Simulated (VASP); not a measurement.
# P (Cmce) in VASP: notebook, part 2 of 2

VASP 6.6.1. The steps go on from the part before.

## Step 5: Single point, SVWN5

This run uses another cell than the first one, of 21.69 Å³/atom.

Input file INCAR:

```
SYSTEM = P
  PREC = Accurate
  ENCUT = 500
  EDIFF = 1E-6
  ISMEAR = -1
  SIGMA = 0.05
  LREAL = .FALSE.
  LASPH = .TRUE.
  NELM = 120
  ALGO = Normal
  ISIF = 2
  LWAVE = .FALSE.
  LCHARG = .FALSE.
  GGA = VW
  NBANDS = 18
  GGA_COMPAT = .FALSE.
```

Input file KPOINTS:

```
regular mesh
0
G
  8 8 6
  0 0 0
```

Input file POSCAR:

```
P
1.0
    1.6800600174     -5.5722225395      0.0000000000
    1.6800600174      5.5722225395      0.0000000000
    0.0000000000      0.0000000000      4.6327491080
P
4
Direct
    0.9041431300      0.0958568700      0.5888151700
    0.0958568700      0.9041431300      0.4111848300
    0.5958568700      0.4041431300      0.0888151700
    0.4041431300      0.5958568700      0.9111848300
```

Potentials or basis: VASP PAW PBE potentials, release 64 (P).

Command:

```bash
$ cat potpaw_PBE.64/P/POTCAR > POTCAR
$ mpirun -np 1 vasp_std > vasp.out
```

OUTCAR:

```text
SYSTEM = P
   PREC = Accurate
   ENCUT = 500
   EDIFF = 1E-6
   ISMEAR = -1
   LREAL = .FALSE.
   LASPH = .TRUE.
   NELM = 120
   ISIF = 2
   GGA = VW

 ion  position               nearest neighbor table
   1  0.904  0.096  0.589-   4 2.25   4 2.25   2 2.29
   2  0.096  0.904  0.411-   3 2.25   3 2.25   1 2.29
   3  0.596  0.404  0.089-   2 2.25   2 2.25   4 2.29
   4  0.404  0.596  0.911-   1 2.25   1 2.25   3 2.29

  LATTYP: Found a base centered orthorhombic cell.
 ALAT       =     3.3601200348
 B/A-ratio  =     3.3166806434
 C/A-ratio  =     1.3787451222

  Lattice vectors:

 A1 = (   1.6800600174,  -5.5722225395,   0.0000000000)
 A2 = (   1.6800600174,   5.5722225395,   0.0000000000)
 A3 = (   0.0000000000,   0.0000000000,   4.6327491080)

Analysis of symmetry for initial positions (statically):
=====================================================================
 Subroutine PRICEL returns:
 Original cell was already a primitive cell.

 Routine SETGRP: Setting up the symmetry group for a
 base centered orthorhombic supercell.

 Subroutine GETGRP returns: Found  8 space group operations
 (whereof  4 operations were pure point group operations)
 out of a pool of  8 trial point group operations.

The static configuration has the point symmetry C_2h.
 The point group associated with its full space group is D_2h.

Analysis of symmetry for dynamics (positions and initial velocities):
=====================================================================
 Subroutine PRICEL returns:
 Original cell was already a primitive cell.

 Routine SETGRP: Setting up the symmetry group for a
 base centered orthorhombic supercell.

 Subroutine GETGRP returns: Found  8 space group operations
 (whereof  4 operations were pure point group operations)
 out of a pool of  8 trial point group operations.

The dynamic configuration has the point symmetry C_2h.
 The point group associated with its full space group is D_2h.

 Subroutine INISYM returns: Found  8 space group operations
 (whereof  4 operations are pure point group operations),
 and found     1 'primitive' translations

----------------------------------------------------------------------------------------

                                     Primitive cell

  volume of cell :      86.7405

  direct lattice vectors                    reciprocal lattice vectors
     1.680060017 -5.572222540  0.000000000     0.297608416 -0.089730802  0.000000000
     1.680060017  5.572222540  0.000000000     0.297608416  0.089730802  0.000000000
     0.000000000  0.000000000  4.632749108     0.000000000  0.000000000  0.215854556

  length of vectors
     5.819988461  5.819988461  4.632749108     0.310841416  0.310841416  0.215854556

  position of ions in fractional coordinates (direct lattice)
     0.904143130  0.095856870  0.588815170
     0.095856870  0.904143130  0.411184830
     0.595856870  0.404143130  0.088815170
     0.404143130  0.595856870  0.911184830

  ion indices of the primitive-cell ions
   primitive index   ion index
                 1           1
                 2           2
                 3           3
                 4           4

----------------------------------------------------------------------------------------

 KPOINTS: regular mesh

Automatic generation of k-mesh.
 Grid dimensions read from file:
 generate k-points for:    8    8    6

 Generating k-lattice:

  Cartesian coordinates                     Fractional coordinates (reciprocal lattice)
     0.037201052 -0.011216350  0.000000000     0.125000000  0.000000000  0.000000000
     0.037201052  0.011216350  0.000000000     0.000000000  0.125000000  0.000000000
     0.000000000  0.000000000  0.035975759     0.000000000  0.000000000  0.166666667

  Length of vectors
     0.038855177  0.038855177  0.035975759

  Shift w.r.t. Gamma in fractional coordinates (k-lattice)
     0.000000000  0.000000000  0.000000000

 Subroutine IBZKPT returns following result:
 ===========================================

 Found     84 irreducible k-points:

 Following reciprocal coordinates:
            Coordinates               Weight
  0.000000  0.000000  0.000000      1.000000
  0.125000  0.000000  0.000000      4.000000
  0.250000  0.000000  0.000000      4.000000
  0.375000 -0.000000  0.000000      4.000000
  0.500000  0.000000  0.000000      2.000000
  0.125000  0.125000  0.000000      2.000000
[... 16 lines left out ...]
  0.125000  0.000000  0.166667      8.000000
  0.250000  0.000000  0.166667      8.000000
 [... further k-points ...]
   k-points           NKPTS =     84   k-points in BZ     NKDIM =     84   number of bands    NBANDS=     18
   number of dos      NEDOS =    301   number of ions     NIONS =      4
   total plane-waves  NPLWV =  63504
   dimension x,y,z NGX =    42 NGY =   42 NGZ =   36
   dimension x,y,z NGXF=    84 NGYF=   84 NGZF=   72
   ions per type =               4
   NGX,Y,Z   is equivalent  to a cutoff of  12.00, 12.00, 12.92 a.u.
   NGXF,Y,Z  is equivalent  to a cutoff of  23.99, 23.99, 25.84 a.u.
 SYSTEM =  P
   PREC   = accura    normal or accurate (medium, high low for compatibility)
   ISTART =      0    job   : 0-new  1-cont  2-samecut
   ICHARG =      2    charge: 1-file 2-atom 10-const
   ISPIN  =      1    spin polarized calculation?
   LNONCOLLINEAR =      F non collinear calculations
   LSORBIT =      F    spin-orbit coupling
   LASPH  =      T    aspherical Exc in radial PAW
   ENCUT  =  500.0 eV  36.75 Ry    6.06 a.u.  10.61 10.61  8.45*2*pi/ulx,y,z
   NELM   =    120;   NELMIN=  2; NELMDL= -5     # of ELM steps
   EDIFF  = 0.1E-05   stopping-criterion for ELM
   LREAL  =      F    real-space projection
   EDIFFG = 0.1E-04   stopping-criterion for IOM
   NSW    =      0    number of steps for IOM
   IBRION =     -1    ionic relax: 0-MD 1-quasi-New 2-CG
   NFREE  =      0    steps in history (QN), initial steepest desc. (CG)
   ISIF   =      2    stress and relaxation
   ISYM   =      2    0-nonsym 1-usesym 2-fastsym
   POTIM  = 0.5000    time-step for ionic-motion
   TEBEG  =    0.0;   TEEND  =   0.0 temperature during run
   PSTRESS=    0.0 pullay stress
   NELECT =      20.0000    total number of electrons
   NUPDOWN=      -1.0000    fix difference up-down
   EMIN   =  10.00;   EMAX   =-10.00  energy-range for DOS
   EFERMI =   0.00;   METHOD = LEGACY
   ISMEAR =    -1;   SIGMA  =   0.05  broadening in eV -4-tet -1-fermi 0-gaus
   EFERMI_NEDOS =   21; number of points for ismear=-14 and -15
   IALGO  =     38    algorithm
   IMIX   =      4    mixing-type and parameters
     AMIX     =   0.40;   BMIX     =  1.00
     AMIX_MAG =   1.60;   BMIX_MAG =  1.00
  volume/ion in A,a.u.               =      21.69       146.34
  Fermi-wavevector in a.u.,A,eV,Ry     =   1.003870  1.897039 13.711340  1.007755
  Thomas-Fermi vector in A             =   2.136450
   LORBIT       =      0    0 simple, 1 ext, 2 COOP (PROOUT), +10 PAW based schemes
   GGA     = VW    functional components
   LHFCALC =     F    Hartree Fock is set to
   AEXX    =    0.0000 exact exchange contribution
   IVDW    =     0    specifies the selected vdW correction
   LEPSILON=     F    determine dielectric tensor
   LRPA    =     F    only Hartree local field effects (RPA)
 non-spin polarized calculation
  energy-cutoff  :      500.00
  volume of cell :       86.74
 maximum number of plane-waves:      2226
   NGX = 21   NGY = 21   NGZ = 17

 number of electron      19.9999998 magnetization

 Free energy of the ion-electron system (eV)
  ---------------------------------------------------
  ext. energy  EPLUGINS =         0.00000000
  ---------------------------------------------------
  free energy    TOTEN  =       -23.86176821 eV

  energy without entropy =      -23.86130636  energy(sigma->0) =      -23.86153728

 E-fermi :   5.1181     XC(G=0):  -9.4368

 val. band max:        5.0740464723   @ k =   0.5000   0.5000   0.0000
 cond. band min:       5.1659807808   @ k =   0.5000   0.5000   0.0000
 fundamental gap:      0.0919343085
 Fermi energy:         5.1180850028

 k-point     1 :       0.0000    0.0000    0.0000
  band No.  band energies     occupation
      1     -10.2321      2.00000
      2      -7.6532      2.00000
      3      -4.5372      2.00000
      4      -1.3648      2.00000
      5      -0.0231      2.00000
      6       0.4627      2.00000
[... 10 lines left out ...]
     17      11.9572      0.00000
     18      12.4354      0.00000
[... 466 lines left out ...]
      2      -7.2023      2.00000
      3      -4.9201      2.00000
      4      -2.1002      2.00000
      5      -0.8773      2.00000
      6      -0.4982      2.00000
[... 10 lines left out ...]
     17      10.5462      0.00000
     18      11.7495      0.00000

 [... further k-points ...]
[... 5 lines left out ...]
  --------------------------------------------------------------------------------------
  -------------------------------------------------------------------------------------
  Total       -3.7609306     -2.3635574     -2.8330295      0.0000000      0.0000000      0.0000000
  in kB      -69.4678525    -43.6570823    -52.3286642      0.0000000      0.0000000      0.0000000
  external PRESSURE =     -55.1511997 kB  Pullay stress =       0.0000000 kB

 VOLUME and BASIS-vectors are now :
 -----------------------------------------------------------------------------
  energy-cutoff  :      500.00
  volume of cell :       86.74
      direct lattice vectors                 reciprocal lattice vectors
     1.680060017 -5.572222540  0.000000000     0.297608416 -0.089730802  0.000000000
     1.680060017  5.572222540  0.000000000     0.297608416  0.089730802  0.000000000
     0.000000000  0.000000000  4.632749108     0.000000000  0.000000000  0.215854556

 POSITION                                       TOTAL-FORCE (eV/Angst)
 -----------------------------------------------------------------------------------
      1.68006     -4.50395      2.72783         0.000000     -0.272301      0.092516
      1.68006      4.50395      1.90492         0.000000      0.272301     -0.092516
      1.68006     -1.06827      0.41146         0.000000      0.272301      0.092516
      1.68006      1.06827      4.22129         0.000000     -0.272301     -0.092516
 -----------------------------------------------------------------------------------
    total drift:                                0.000000     -0.000000      0.000000

  FREE ENERGIE OF THE ION-ELECTRON SYSTEM (eV)
  ---------------------------------------------------
  free  energy   TOTEN  =       -23.8617682075 eV

  energy  without entropy=      -23.8613063553  energy(sigma->0) =      -23.86153728
```

OSZICAR:

```text
N       E                     dE             d eps       ncg     rms          rms(c)
DAV:   1     0.617716377892E+02    0.61772E+02   -0.80101E+03  3024   0.902E+02
DAV:   2    -0.196964217892E+02   -0.81468E+02   -0.78307E+02  4042   0.153E+02
DAV:   3    -0.240323115893E+02   -0.43359E+01   -0.43029E+01  4030   0.360E+01
DAV:   4    -0.240825249510E+02   -0.50213E-01   -0.50175E-01  3950   0.461E+00
DAV:   5    -0.240834911639E+02   -0.96621E-03   -0.96610E-03  3918   0.610E-01    0.795E+00
DAV:   6    -0.239292209455E+02    0.15427E+00   -0.76065E-02  3556   0.127E+00    0.467E+00
DAV:   7    -0.238623695362E+02    0.66851E-01   -0.12622E-01  3630   0.166E+00    0.261E-01
DAV:   8    -0.238617347406E+02    0.63480E-03   -0.93309E-03  3396   0.519E-01    0.883E-02
DAV:   9    -0.238617657646E+02   -0.31024E-04   -0.30483E-04  4072   0.102E-01    0.416E-02
DAV:  10    -0.238617675620E+02   -0.17974E-05   -0.22402E-05  3680   0.237E-02    0.159E-02
DAV:  11    -0.238617682075E+02   -0.64550E-06   -0.19434E-06  2722   0.835E-03
   1 F= -.23861768E+02 E0= -.23861537E+02  d E =-.461852E-03
```

Wall time 2.4 min (1 thread of Oxide Virtual Turin-like, shared host); peak memory 0.2 GiB.

What came out:

```
Free energy            : -23.8618 eV
Pressure               : -5.5 GPa
Largest force          : 0.288 eV/Å
Band gap on the k mesh : 0.09 eV
```

Forces on the atoms (eV/Å):
```
P    0.000 -0.272  0.093
P    0.000  0.272 -0.093
P    0.000  0.272  0.093
P    0.000 -0.272 -0.093
```

Caveat: the cell stands under tension; the PAW data sets were made with another functional, which shifts forces and pressure a little. A k mesh can miss the band edges.

## Step 6: Single point, PBEsol

This run uses another cell than the first one, of 14.45 Å³/atom.

Input file INCAR:

```
  PREC = Accurate
  ENCUT = 520
  EDIFF = 1E-6
  ISMEAR = -1
  SIGMA = 0.05
  LREAL = F
  LASPH = T
  NELM = 80
  ALGO = Normal
  ISIF = 2
  LWAVE = F
  LCHARG = F
  GGA = PS
  NBANDS = 18
```

Input file KPOINTS:

```
regular mesh
0
Gamma
  8 8 6
```

Input file POSCAR:

```
P
1.0
    1.6767293309     -4.7873589248      0.0000000000
    1.6767293309      4.7873589248      0.0000000000
    0.0000000000      0.0000000000      3.5991137980
P
4
Direct
    0.8850115764      0.1149884236      0.5463910645
    0.1149884236      0.8850115764      0.4536089355
    0.6149884236      0.3850115764      0.0463910645
    0.3850115764      0.6149884236      0.9536089355
```

Potentials or basis: VASP PAW PBE potentials, release 64 (P).

Command:

```bash
$ cat potpaw_PBE.64/P/POTCAR > POTCAR
$ mpirun -np 1 vasp_std > vasp.out
```

It took 2.3 min on 1 thread of Oxide Virtual Turin-like, shared host; peak memory 0.18 GiB.

It converged, with:

* Free energy: -22.7341 eV
* Pressure: 9.9 GPa
* Largest force: 0.035 eV/Å
* Band gap on the k mesh: zero (bands 10 and 11 overlap by 1.30 eV)

Forces in eV/Å, atoms in the order of the input:
```
P    0.000 -0.024  0.025
P    0.000  0.024 -0.025
P    0.000  0.024  0.025
P    0.000 -0.024 -0.025
```

Stress tensor (GPa, compression positive):
```
10.01  0.00  0.00
 0.00  9.86  0.00
 0.00  0.00  9.97
```

Levels at points of the mesh, in eV from the Fermi level:
```tsv
k point	band 6	band 7	band 8	band 9	band 10	band 11	band 12	band 13	band 14	band 15
(0.00, 0.00, 0.00)	-4.65	-3.49	-2.97	-2.41	-1.01	1.62	2.03	2.57	5.09	6.46
(0.50, 0.00, 0.00)	-4.54	-2.53	-2.53	-2.03	-2.03	0.37	0.37	1.80	1.80	4.23
(0.50, 0.50, 0.00)	-5.04	-3.87	-2.55	-2.19	-1.36	-0.30	1.50	2.92	4.48	5.10
(0.00, 0.00, 0.50)	-6.06	-2.94	-2.94	-0.16	-0.16	0.68	0.68	1.27	1.27	7.07
(0.50, 0.00, 0.50)	-7.10	-6.55	-6.55	-2.36	-2.36	1.28	1.28	6.90	6.90	7.74
(0.50, 0.50, 0.50)	-3.22	-2.04	-2.04	-0.69	-0.69	0.97	0.97	1.79	1.79	3.79
```

Caveat: the cell stands under pressure; the PAW data sets were made with another functional, which shifts forces and pressure a little.

## Step 7: Overview

| level | cell | cutoff (eV) | gap on the mesh (eV) | pressure (GPa) | largest force (eV/Å) |
| --- | --- | --- | --- | --- | --- |
| SVWN5 | a = 5.783, b = 5.783, c = 4.603 Å, angles 90.0, 90.0, 146.4°, 4 atoms, atomic positions A | 500 | 0.05 | -4.4 | 0.16 |
| PBE+D4 | a = 5.820, b = 5.820, c = 4.633 Å, angles 90.0, 90.0, 146.4°, 4 atoms, atomic positions A | 500 | 0.23 | -4.8 | 0.22 |
| BLYP | a = 5.820, b = 5.820, c = 4.633 Å, angles 90.0, 90.0, 146.4°, 4 atoms, atomic positions A | 500 | 0.32 | 1.9 | 0.02 |
| SVWN5 | a = 5.820, b = 5.820, c = 4.633 Å, angles 90.0, 90.0, 146.4°, 4 atoms, atomic positions A | 500 | 0.09 | -5.5 | 0.29 |
| PBEsol | a = 5.072, b = 5.072, c = 3.599 Å, angles 90.0, 90.0, 141.4°, 4 atoms, atomic positions B | 520 | none | 9.9 | 0.03 |

Alike in all rows: task single point; potentials or basis VASP PAW PBE potentials, release 64 (P); no spin polarisation; k mesh 8 × 8 × 6; smearing fermi-dirac 0.05 eV.

Caveats: the PAW data sets were made with another functional, which shifts forces and pressure a little (at least some runs); the cell stands under tension (at least some runs); the cell stands under pressure (at least some runs).

Absolute energies hang on the potentials; compare differences alone.

The gap in the log of VASP goes by the Fermi energy; the results here count the filled bands.